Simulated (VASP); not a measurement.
# Al2O3 (R-3c) in VASP: single point with PBEsol

Aim: the single point of Al2O3 with PBEsol.

Program: VASP 6.6.1. These are calculated values, not measurements. Logs are shortened: lines on timing, memory, paths and dates and some standing lists are left out, and cuts for length are marked.

**The experiment to reproduce.**

From “Multi-petahertz electron interference in Cr:Al2O3 solid-state material”, 2018, pmc:5906618, for a bulk crystal of Al2O3: band gap 8.7 eV (optical).

The results are compared with them further down.

### Step 1. The cell of the first run

Symmetry: R-3c, No. 167, trigonal system. Conventional cell: a = 4.782 Å, b = 4.782 Å, c = 13.054 Å, α = 90.00°, β = 90.00°, γ = 120.00°. Al (site symmetry 3) has 6 O at 1.86 to 1.98 Å within 2.5 Å. O (site symmetry 2) has 4 Al at 1.86 to 1.98 Å within 2.5 Å.

### Step 2. Single point, PBEsol

The input, INCAR:

```
PREC = Accurate ; ENCUT = 520
EDIFF = 1E-7 ; ISMEAR = 0
SIGMA = 0.0627 ; LREAL = F
LASPH = T ; NELM = 80
ALGO = Normal ; ISIF = 2
LWAVE = F ; LCHARG = F
GGA = PS ; NBANDS = 35
```

The input, KPOINTS:

```
Automatic mesh
0
Gamma
  7 7 7
```

The input, POSCAR:

```
Al2O3
1.0
    2.3911824300      1.3805541300      4.3512819900
   -2.3911824300      1.3805541300      4.3512819900
    0.0000000000     -2.7610982100      4.3512819900
Al O
4 6
Direct
    0.3521600000      0.3521600000      0.3521600000
    0.1478400000      0.1478400000      0.1478400000
    0.6478400000      0.6478400000      0.6478400000
    0.8521600000      0.8521600000      0.8521600000
    0.5561000000      0.9439000000      0.2500000000
    0.2500000000      0.5561000000      0.9439000000
    0.9439000000      0.2500000000      0.5561000000
    0.4439000000      0.0561000000      0.7500000000
    0.7500000000      0.4439000000      0.0561000000
    0.0561000000      0.7500000000      0.4439000000
```

Potentials or basis: VASP PAW PBE potentials, release 64 (Al, O).

Launch:

```
cat potpaw_PBE.64/Al/POTCAR potpaw_PBE.64/O/POTCAR > POTCAR
mpirun -np 1 vasp_std > vasp.out
```

OUTCAR:

```text
PREC = Accurate
   ENCUT = 520
   EDIFF = 1E-7
   ISMEAR = 0
   LREAL = F
   LASPH = T
   NELM = 80
   ISIF = 2
   GGA = PS

 ion  position               nearest neighbor table
   1  0.352  0.352  0.352-  10 1.86   8 1.86   9 1.86   6 1.98   5 1.98   7 1.98   2 2.67   3 2.80
                             3 2.80   3 2.80   2 3.23   2 3.23   2 3.23
   2  0.148  0.148  0.148-   9 1.86   8 1.86  10 1.86   7 1.98   5 1.98   6 1.98   1 2.67   4 2.80
                             4 2.80   4 2.80   1 3.23   1 3.23   1 3.23
   3  0.648  0.648  0.648-   7 1.86   5 1.86   6 1.86   9 1.98   8 1.98  10 1.98   4 2.67   1 2.80
                             1 2.80   1 2.80   4 3.23   4 3.23   4 3.23
   4  0.852  0.852  0.852-   6 1.86   5 1.86   7 1.86  10 1.98   8 1.98   9 1.98   3 2.67   2 2.80
                             2 2.80   2 2.80   3 3.23   3 3.23   3 3.23
   5  0.556  0.944  0.250-   3 1.86   4 1.86   1 1.98   2 1.98
   6  0.250  0.556  0.944-   4 1.86   3 1.86   1 1.98   2 1.98
   7  0.944  0.250  0.556-   3 1.86   4 1.86   2 1.98   1 1.98
   8  0.444  0.056  0.750-   1 1.86   2 1.86   3 1.98   4 1.98
   9  0.750  0.444  0.056-   2 1.86   1 1.86   3 1.98   4 1.98
  10  0.056  0.750  0.444-   1 1.86   2 1.86   4 1.98   3 1.98

  LATTYP: Found a trigonal (rhomboedric) cell.
 ALAT       =     5.1533812275
 COS(alpha) =     0.5694025136

  Lattice vectors:

 A1 = (   2.3911824300,   1.3805541300,   4.3512819900)
 A2 = (  -2.3911824300,   1.3805541300,   4.3512819900)
 A3 = (   0.0000000000,  -2.7610982100,   4.3512819900)

Analysis of symmetry for initial positions (statically):
=====================================================================
 Subroutine PRICEL returns:
 Original cell was already a primitive cell.

 Routine SETGRP: Setting up the symmetry group for a
 trigonal (rhombohedral) supercell.

 Subroutine GETGRP returns: Found 12 space group operations
 (whereof  6 operations were pure point group operations)
 out of a pool of 12 trial point group operations.

The static configuration has the point symmetry S_6 .
 The point group associated with its full space group is D_3d.

Analysis of symmetry for dynamics (positions and initial velocities):
=====================================================================
 Subroutine PRICEL returns:
 Original cell was already a primitive cell.

 Routine SETGRP: Setting up the symmetry group for a
 trigonal (rhombohedral) supercell.

 Subroutine GETGRP returns: Found 12 space group operations
 (whereof  6 operations were pure point group operations)
 out of a pool of 12 trial point group operations.

The dynamic configuration has the point symmetry S_6 .
 The point group associated with its full space group is D_3d.

 Subroutine INISYM returns: Found 12 space group operations
 (whereof  6 operations are pure point group operations),
 and found     1 'primitive' translations

----------------------------------------------------------------------------------------

                                     Primitive cell

  volume of cell :      86.1854

  direct lattice vectors                    reciprocal lattice vectors
     2.391182430  1.380554130  4.351281990     0.209101570  0.120724764  0.076605683
    -2.391182430  1.380554130  4.351281990    -0.209101570  0.120724764  0.076605683
     0.000000000 -2.761098210  4.351281990     0.000000000 -0.241449527  0.076605962

  length of vectors
     5.153381227  5.153381227  5.153379307     0.253310809  0.253310809  0.253310773

  position of ions in fractional coordinates (direct lattice)
     0.352160000  0.352160000  0.352160000
     0.147840000  0.147840000  0.147840000
     0.647840000  0.647840000  0.647840000
     0.852160000  0.852160000  0.852160000
     0.556100000  0.943900000  0.250000000
     0.250000000  0.556100000  0.943900000
     0.943900000  0.250000000  0.556100000
     0.443900000  0.056100000  0.750000000
     0.750000000  0.443900000  0.056100000
     0.056100000  0.750000000  0.443900000

  ion indices of the primitive-cell ions
   primitive index   ion index
                 1           1
                 2           2
                 3           3
                 4           4
                 5           5
                 6           6
                 7           7
                 8           8
                 9           9
                10          10

----------------------------------------------------------------------------------------

 KPOINTS: Automatic mesh

Automatic generation of k-mesh.
 Grid dimensions read from file:
 generate k-points for:    7    7    7

 Generating k-lattice:

  Cartesian coordinates                     Fractional coordinates (reciprocal lattice)
     0.029871653  0.017246395  0.010943669     0.142857143 -0.000000000  0.000000000
    -0.029871653  0.017246395  0.010943669    -0.000000000  0.142857143  0.000000000
     0.000000000 -0.034492790  0.010943709     0.000000000  0.000000000  0.142857143

  Length of vectors
     0.036187258  0.036187258  0.036187253

  Shift w.r.t. Gamma in fractional coordinates (k-lattice)
     0.000000000  0.000000000  0.000000000

 Subroutine IBZKPT returns following result:
 ===========================================

 Found     44 irreducible k-points:

 Following reciprocal coordinates:
            Coordinates               Weight
  0.000000  0.000000  0.000000      1.000000
  0.142857 -0.000000  0.000000      6.000000
  0.285714  0.000000  0.000000      6.000000
  0.428571  0.000000  0.000000      6.000000
  0.142857  0.142857  0.000000      6.000000
  0.285714  0.142857  0.000000     12.000000
[... 16 lines left out ...]
  0.285714  0.285714  0.142857      6.000000
  0.428571  0.285714  0.142857     12.000000
 [... further k-points ...]
   k-points           NKPTS =     44   k-points in BZ     NKDIM =     44   number of bands    NBANDS=     35
   number of dos      NEDOS =    301   number of ions     NIONS =     10
   total plane-waves  NPLWV =  64000
   dimension x,y,z NGX =    40 NGY =   40 NGZ =   40
   dimension x,y,z NGXF=    80 NGYF=   80 NGZF=   80
   ions per type =               4   6
   NGX,Y,Z   is equivalent  to a cutoff of  12.90, 12.90, 12.90 a.u.
   NGXF,Y,Z  is equivalent  to a cutoff of  25.81, 25.81, 25.81 a.u.
 SYSTEM =  unknown system
   PREC   = accura    normal or accurate (medium, high low for compatibility)
   ISTART =      0    job   : 0-new  1-cont  2-samecut
   ICHARG =      2    charge: 1-file 2-atom 10-const
   ISPIN  =      1    spin polarized calculation?
   LNONCOLLINEAR =      F non collinear calculations
   LSORBIT =      F    spin-orbit coupling
   LASPH  =      T    aspherical Exc in radial PAW
   ENCUT  =  520.0 eV  38.22 Ry    6.18 a.u.   9.58  9.58  9.58*2*pi/ulx,y,z
   NELM   =     80;   NELMIN=  2; NELMDL= -5     # of ELM steps
   EDIFF  = 0.1E-06   stopping-criterion for ELM
   LREAL  =      F    real-space projection
   EDIFFG = 0.1E-05   stopping-criterion for IOM
   NSW    =      0    number of steps for IOM
   IBRION =     -1    ionic relax: 0-MD 1-quasi-New 2-CG
   NFREE  =      0    steps in history (QN), initial steepest desc. (CG)
   ISIF   =      2    stress and relaxation
   ISYM   =      2    0-nonsym 1-usesym 2-fastsym
   POTIM  = 0.5000    time-step for ionic-motion
   TEBEG  =    0.0;   TEEND  =   0.0 temperature during run
   PSTRESS=    0.0 pullay stress
   NELECT =      48.0000    total number of electrons
   NUPDOWN=      -1.0000    fix difference up-down
   EMIN   =  10.00;   EMAX   =-10.00  energy-range for DOS
   EFERMI =   0.00;   METHOD = LEGACY
   ISMEAR =     0;   SIGMA  =   0.06  broadening in eV -4-tet -1-fermi 0-gaus
   EFERMI_NEDOS =   21; number of points for ismear=-14 and -15
   IALGO  =     38    algorithm
   IMIX   =      4    mixing-type and parameters
     AMIX     =   0.40;   BMIX     =  1.00
     AMIX_MAG =   1.60;   BMIX_MAG =  1.00
  volume/ion in A,a.u.               =       8.62        58.16
  Fermi-wavevector in a.u.,A,eV,Ry     =   1.346927  2.545323 24.683857  1.814212
  Thomas-Fermi vector in A             =   2.474719
   LORBIT       =      0    0 simple, 1 ext, 2 COOP (PROOUT), +10 PAW based schemes
   GGA     = PS    functional components
   LHFCALC =     F    Hartree Fock is set to
   AEXX    =    0.0000 exact exchange contribution
   IVDW    =     0    specifies the selected vdW correction
   LEPSILON=     F    determine dielectric tensor
   LRPA    =     F    only Hartree local field effects (RPA)
 non-spin polarized calculation
 Gauss-broadening in eV      SIGMA  =   0.06
  energy-cutoff  :      520.00
  volume of cell :       86.19
 maximum number of plane-waves:      2336
   NGX = 19   NGY = 19   NGZ = 19

 number of electron      48.0000012 magnetization

 Free energy of the ion-electron system (eV)
  ---------------------------------------------------
  ext. energy  EPLUGINS =         0.00000000
  ---------------------------------------------------
  free energy    TOTEN  =       -78.66237213 eV

  energy without entropy =      -78.66237213  energy(sigma->0) =      -78.66237213

 E-fermi :   6.1962     XC(G=0): -11.8737

 val. band max:        5.8745738698   @ k =   0.0000   0.0000   0.0000
 cond. band min:      11.8357575256   @ k =   0.0000   0.0000   0.0000
 fundamental gap:      5.9611836558
 Fermi energy:         6.1961818027

 k-point     1 :       0.0000    0.0000    0.0000
  band No.  band energies     occupation
      1     -13.2216      2.00000
      2     -10.8964      2.00000
      3     -10.6152      2.00000
      4     -10.6152      2.00000
      5     -10.2967      2.00000
      6     -10.2967      2.00000
[... 27 lines left out ...]
     34      19.2127      0.00000
     35      20.2057      0.00000

 k-point     2 :       0.1429   -0.0000    0.0000
  band No.  band energies     occupation
      1     -13.1164      2.00000
      2     -10.9405      2.00000
      3     -10.6861      2.00000
      4     -10.6368      2.00000
      5     -10.3484      2.00000
      6     -10.3035      2.00000
[... 27 lines left out ...]
     34      18.7310      0.00000
     35      20.1548      0.00000

 k-point     3 :       0.2857    0.0000    0.0000
  band No.  band energies     occupation
      1     -12.8124      2.00000
      2     -11.2643      2.00000
      3     -10.6751      2.00000
      4     -10.6676      2.00000
      5     -10.4668      2.00000
      6     -10.3464      2.00000
[... 27 lines left out ...]
     34      19.0014      0.00000
     35      19.3761      0.00000

 k-point     4 :       0.4286    0.0000    0.0000
  band No.  band energies     occupation
      1     -12.3478      2.00000
      2     -11.7938      2.00000
      3     -10.6575      2.00000
      4     -10.5860      2.00000
      5     -10.5660      2.00000
      6     -10.4414      2.00000
[... 27 lines left out ...]
     34      18.6673      0.00000
     35      18.8292      0.00000

 k-point     5 :       0.1429    0.1429    0.0000
  band No.  band energies     occupation
      1     -13.0874      2.00000
      2     -10.9593      2.00000
      3     -10.7037      2.00000
      4     -10.6333      2.00000
      5     -10.3921      2.00000
      6     -10.2854      2.00000
[... 638 lines left out ...]
 k-point    22 :      -0.1429    0.1429    0.1429
  band No.  band energies     occupation
      1     -12.8418      2.00000
      2     -11.1101      2.00000
      3     -10.7908      2.00000
      4     -10.6329      2.00000
      5     -10.5152      2.00000
      6     -10.3423      2.00000
[... 27 lines left out ...]
     34      18.7443      0.00000
     35      19.6441      0.00000

 k-point    23 :       0.2857    0.2857    0.1429
  band No.  band energies     occupation
      1     -12.8876      2.00000
      2     -11.2603      2.00000
      3     -10.7330      2.00000
      4     -10.5512      2.00000
      5     -10.5133      2.00000
      6     -10.2673      2.00000
[... 27 lines left out ...]
     34      19.0679      0.00000
     35      19.6903      0.00000

 k-point    24 :       0.4286    0.2857    0.1429
  band No.  band energies     occupation
      1     -12.6143      2.00000
      2     -11.3633      2.00000
      3     -10.9262      2.00000
      4     -10.7056      2.00000
      5     -10.5162      2.00000
      6     -10.2430      2.00000
[... 27 lines left out ...]
     34      19.1865      0.00000
     35      19.4633      0.00000

 [... further k-points ...]
[... 5 lines left out ...]
  --------------------------------------------------------------------------------------
  -------------------------------------------------------------------------------------
  Total       -0.7278076     -0.7278086     -0.9974353     -0.0000000     -0.0000008      0.0000000
  in kB      -13.5298687    -13.5298875    -18.5422212     -0.0000000     -0.0000143      0.0000000
  external PRESSURE =     -15.2006591 kB  Pullay stress =       0.0000000 kB

 VOLUME and BASIS-vectors are now :
 -----------------------------------------------------------------------------
  energy-cutoff  :      520.00
  volume of cell :       86.19
      direct lattice vectors                 reciprocal lattice vectors
     2.391182430  1.380554130  4.351281990     0.209101570  0.120724764  0.076605683
    -2.391182430  1.380554130  4.351281990    -0.209101570  0.120724764  0.076605683
     0.000000000 -2.761098210  4.351281990     0.000000000 -0.241449527  0.076605962

 POSITION                                       TOTAL-FORCE (eV/Angst)
 -----------------------------------------------------------------------------------
      0.00000      0.00000      4.59704        -0.000000     -0.000000     -0.029607
      0.00000      0.00000      1.92988        -0.000000      0.000000      0.029607
      0.00000      0.00001      8.45680        -0.000000      0.000000      0.029607
      0.00000      0.00001     11.12397        -0.000000     -0.000000     -0.029607
     -0.92730      1.38056      7.61474        -0.037667      0.000000      0.000000
     -0.73194     -1.49334      7.61474         0.018834     -0.032621      0.000000
      1.65924      0.11280      7.61474         0.018834      0.032621      0.000000
      0.92730     -1.38055      5.43910         0.037667      0.000000      0.000000
      0.73194      1.49335      5.43910        -0.018834      0.032621      0.000000
     -1.65924     -0.11279      5.43910        -0.018834     -0.032621      0.000000
 -----------------------------------------------------------------------------------
    total drift:                               -0.000000      0.000000     -0.000000

  FREE ENERGIE OF THE ION-ELECTRON SYSTEM (eV)
  ---------------------------------------------------
  free  energy   TOTEN  =       -78.6623721315 eV

  energy  without entropy=      -78.6623721315  energy(sigma->0) =      -78.66237213
```

Run time: 4.8 min. Hardware: 1 thread of AMD EPYC 7R13, shared host; peak memory 0.26 GiB.

Results:

| Item | Value |
| --- | --- |
| Free energy | -78.6624 eV |
| Pressure | -1.5 GPa |
| Largest force | 0.038 eV/Å |
| Band gap on the k mesh | 5.96 eV, direct |

Forces in eV/Å, atoms in the order of the input:
```
Al   0.000  0.000 -0.030
Al   0.000  0.000  0.030
Al   0.000  0.000  0.030
Al   0.000  0.000 -0.030
O   -0.038  0.000  0.000
O    0.019 -0.033  0.000
O    0.019  0.033  0.000
O    0.038  0.000  0.000
O   -0.019  0.033  0.000
O   -0.019 -0.033  0.000
```

Stress tensor (GPa, compression positive):
```
-1.35  0.00  0.00
 0.00 -1.35  0.00
 0.00  0.00 -1.85
```

Levels at points of the mesh, in eV from the valence-band top:
```
           k point  band 21  band 22  band 23  band 24  band 25  band 26  band 27  band 28
(0.00, 0.00, 0.00)    -0.48    -0.03    -0.03     0.00     5.96     8.88    10.50    11.27
```

Caveat: the PAW data sets were made with another functional, which shifts forces and pressure a little.

### Step 3. Comparison with measurements

Step 2. Against the measured gap of Al2O3, 8.7 eV (optical; quoted in “Multi-petahertz electron interference in Cr:Al2O3 solid-state material”, 2018, pmc:5906618), the calculated 5.96 eV is off by -2.74 eV. The value is that of PBEsol on a finite k mesh, which can miss the band edges, without temperature or zero-point motion. Semilocal functionals fall short of measured gaps as a rule.
